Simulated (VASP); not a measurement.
A run of VASP 6.6.1 is set up as follows.

INCAR

```
PREC     = Accurate       # precision mode
ENCUT    = 520            # plane-wave cutoff, eV
EDIFF    = 1E-6           # SCF threshold, eV
ISMEAR   = -1             # smearing method
SIGMA    = 0.1            # smearing width, eV
LREAL    = F              # projectors in reciprocal space
LASPH    = T              # aspherical terms in the spheres
NELM     = 100            # most SCF steps
ALGO     = Normal         # electronic algorithm
ISIF     = 2              # what is computed and relaxed
LWAVE    = F              # write WAVECAR
LCHARG   = F              # write CHGCAR
GGA      = PS             # functional
NBANDS   = 19             # bands
```

File KPOINTS:

```
regular mesh
0
Gamma
  17 17 9
```

POSCAR

```
Zr
1.0
    3.1825648929      0.0000000000      0.0000000000
   -1.5912824464      2.7561820464      0.0000000000
    0.0000000000      0.0000000000      5.1231119475
Zr
2
Direct
    0.3333333333      0.6666666667      0.2500000000
    0.6666666667      0.3333333333      0.7500000000
```

Potentials or basis: VASP PAW PBE potentials, release 64 (Zr_sv).

Launch:

```sh
$ cat potpaw_PBE.64/Zr_sv/POTCAR > POTCAR
$ mpirun -np 1 vasp_std > vasp.out
```

Problem. What does it give for the pressure?

Solution. 0.1 GPa.

Problem. What does it give for the band gap on the k mesh?

Solution. Zero (band 12 reaches 10.24 eV, above the bottom of band 13 at 9.04 eV).

Caveat: the PAW data sets were made with another functional, which shifts forces and pressure a little.
